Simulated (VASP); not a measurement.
## SiF: single point with PBE

The system is SiF.

```
Si F
1.0
    -1.98493   -3.43800    0.00000
     0.00000    2.29200   -6.29447
     5.95478   -3.43800    0.00000
Si F
4 4
Direct
  0.72224 0.44448 0.90741
  0.22224 0.44448 0.40741
  0.77776 0.55552 0.59259
  0.27776 0.55552 0.09259
  0.59296 0.18592 0.86432
  0.09296 0.18592 0.36432
  0.90704 0.81408 0.63568
  0.40704 0.81408 0.13568
```

```
Program             : VASP 6.6.1
Task                : single point
Functional          : PBE
Potentials or basis : VASP PAW PBE potentials, release 64 (Si, F)
Cutoff              : 520 eV
k mesh              : 4 × 4 × 2
Occupations         : gaussian, width 0.1 eV
Spin                : no spin polarisation
```

```yaml
Pressure: 0.3 GPa
Largest_force: 0.219 eV/Å
Band_gap_on_the_k_mesh: 0.54 eV
```

Forces on the atoms (eV/Å):
```
Si  -0.031  0.018 -0.209
Si  -0.031  0.018 -0.209
Si   0.031 -0.018  0.209
Si   0.031 -0.018  0.209
F    0.006 -0.004  0.219
F    0.006 -0.004  0.219
F   -0.006  0.004 -0.219
F   -0.006  0.004 -0.219
```

Stress tensor (GPa, compression positive):
```
-0.34  0.24  0.01
 0.24 -0.06 -0.01
 0.01 -0.01  1.20
```

Levels at points of the mesh, in eV from the valence-band top:
| k point | band 19 | band 20 | band 21 | band 22 | band 23 | band 24 | band 25 | band 26 |
| --- | --- | --- | --- | --- | --- | --- | --- | --- |
| (0.00, 0.00, 0.00) | -3.80 | -1.10 | -0.03 | -0.02 | 0.81 | 1.70 | 3.69 | 3.69 |
| (0.50, 0.00, 0.00) | -3.69 | -3.69 | -2.09 | -2.09 | 3.21 | 3.21 | 4.83 | 4.83 |
| (0.00, 0.50, 0.00) | -3.98 | -1.13 | -0.01 | 0.00 | 0.54 | 1.68 | 3.51 | 3.70 |
| (0.00, 0.00, 0.50) | -2.43 | -2.43 | -0.69 | -0.69 | 1.73 | 1.73 | 3.06 | 3.06 |
| (0.50, 0.00, 0.50) | -3.99 | -3.81 | -1.13 | -1.10 | 1.68 | 1.70 | 3.88 | 3.93 |
| (0.00, 0.50, 0.50) | -2.48 | -2.48 | -0.70 | -0.70 | 1.54 | 1.54 | 2.89 | 2.89 |

Wall time 43 s on 1 thread of Intel(R) Xeon(R) 6975P-C (Granite Rapids), on a shared host, peak memory 0.27 GiB.

Caveat: the k points lie up to 0.46 Å⁻¹ apart. As with any semilocal functional, this PBE gap is likely too small.
